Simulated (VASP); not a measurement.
MgO, 2 atoms in the cell. The structure is cubic, space group Fm-3m (No. 225). Conventional cell: a = 4.327 Å, b = 4.327 Å, c = 4.327 Å, α = 90.00°, β = 90.00°, γ = 90.00°. Mg (site symmetry m-3m) has 6 O at 2.16 Å within 2.9 Å. O (site symmetry m-3m) has 6 Mg at 2.16 Å within 2.9 Å. 

```yaml
Program: VASP 6.6.1
Task: single point
Functional: r2SCAN
Potentials_or_basis: VASP PAW PBE potentials, release 64 (Mg, O)
Cutoff: 520 eV
k_mesh: 8 × 8 × 8
Occupations: gaussian, width 0.02 eV
Spin: no spin polarisation
Dipole_correction: no
Further_INCAR_settings: ALGO = Normal; EDIFF = 1e-06; NBANDS = 11
```

Potentials or basis: VASP PAW PBE potentials, release 64 (Mg, O).

Command:

```sh
$ cat potpaw_PBE.64/Mg/POTCAR potpaw_PBE.64/O/POTCAR > POTCAR
$ cp INCAR.step1 INCAR
$ mpirun -np 1 vasp_std > vasp.out
$ cp INCAR.step2 INCAR
$ mpirun -np 1 vasp_std > vasp.out
```

Hardware: 1 thread of Intel(R) Xeon(R) Platinum 8259CL CPU @ 2.50GHz (Skylake/Cascade Lake), with other jobs on the host.

Q: Estimate the wall time of this run.

A: Wall time 24 s on 1 thread of Intel(R) Xeon(R) Platinum 8259CL CPU @ 2.50GHz (Skylake/Cascade Lake), on a shared host, peak memory 0.14 GiB. Counts: k points 29.
